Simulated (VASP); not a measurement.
K3HF4:

```
K H F
1.0
     3.42588    0.03269   -0.04322
     0.03405    3.57133   -0.00746
    -0.14429   -0.02392   11.51642
K H F
3 1 4
Direct
  0.98710 0.99664 0.70218
  0.00325 0.97055 0.30411
  0.00544 0.50535 0.99764
  0.53149 0.46555 0.49007
  0.50333 0.04117 0.12822
  0.52923 0.49170 0.40418
  0.48464 0.00600 0.86444
  0.45552 0.52305 0.60916
```

| Item | Value |
| --- | --- |
| Program | VASP 6.6.1 |
| Task | relaxation of cell and atoms |
| Functional | PBE |
| Potentials or basis | VASP PAW PBE potentials, release 64 (K_sv, H, F) |
| Cutoff | 600 eV |
| k mesh | 4 × 4 × 1 |
| Occupations | gaussian, width 0.1 eV |
| Spin | no spin polarisation |

At the start: pressure 0.3 GPa; volume 17.61 Å³/atom.

Where does the relaxation end?

Over 20 steps the energy falls by 57.0 meV/atom and the volume is 17.71 Å³/atom (+0.6 %); space group P1 (No. 1, to 0.05 Å).

Step by step:
| step | energy change (eV) | largest force (eV/Å) | pressure (GPa) | volume (Å³) |
| --- | --- | --- | --- | --- |
| 1 | 0.0000 | 2.7094 | 0.34 | 140.87 |
| 2 | -0.3081 | 1.3313 | -0.85 | 141.62 |
| 3 | -0.3157 | 1.3339 | -0.84 | 141.72 |
| 4 | -0.3546 | 1.8538 | 1.27 | 140.00 |
| 5 | -0.4009 | 0.7733 | 0.27 | 140.69 |
| 6 | -0.4368 | 0.2855 | 0.24 | 141.15 |
| 7 | -0.4420 | 0.2583 | 0.25 | 141.41 |
| 8 | -0.4490 | 0.1878 | -0.05 | 142.12 |
| 9 | -0.4494 | 0.2400 | -0.14 | 142.34 |
| 10 | -0.4526 | 0.0736 | -0.01 | 142.39 |
| 11 | -0.4526 | 0.0696 | -0.02 | 142.39 |
| 12 | -0.4534 | 0.0538 | -0.01 | 142.36 |
| 13 | -0.4543 | 0.0947 | -0.01 | 142.25 |
| 14 | -0.4548 | 0.0424 | -0.05 | 142.21 |
| 15 | -0.4548 | 0.0555 | -0.06 | 142.19 |
| 16 | -0.4552 | 0.0334 | -0.01 | 142.02 |
| 17 | -0.4552 | 0.0686 | 0.04 | 141.90 |
| 18 | -0.4552 | 0.0498 | 0.03 | 141.95 |
| 19 | -0.4556 | 0.0365 | 0.03 | 141.87 |
| 20 | -0.4559 | 0.0202 | 0.03 | 141.68 |

Final structure:
```yaml
crystal:
  lattice:
    - [3.44338, 0.00728, -0.03074]
    - [0.00775, 3.57231, 0.00472]
    - [-0.10380, 0.01471, 11.51883]
  atoms:
    - { symbol: K, position: [0.98181, 0.00203, 0.70601] }
    - { symbol: K, position: [0.01683, 0.97774, 0.29361] }
    - { symbol: K, position: [0.00275, 0.50494, 0.99907] }
    - { symbol: H, position: [0.50119, 0.49046, 0.50020] }
    - { symbol: F, position: [0.50597, 0.04064, 0.13390] }
    - { symbol: F, position: [0.52424, 0.47818, 0.40084] }
    - { symbol: F, position: [0.49060, 0.00313, 0.86666] }
    - { symbol: F, position: [0.47662, 0.50287, 0.59971] }
```

Caveat: the k points lie up to 0.55 Å⁻¹ apart in the final cell.
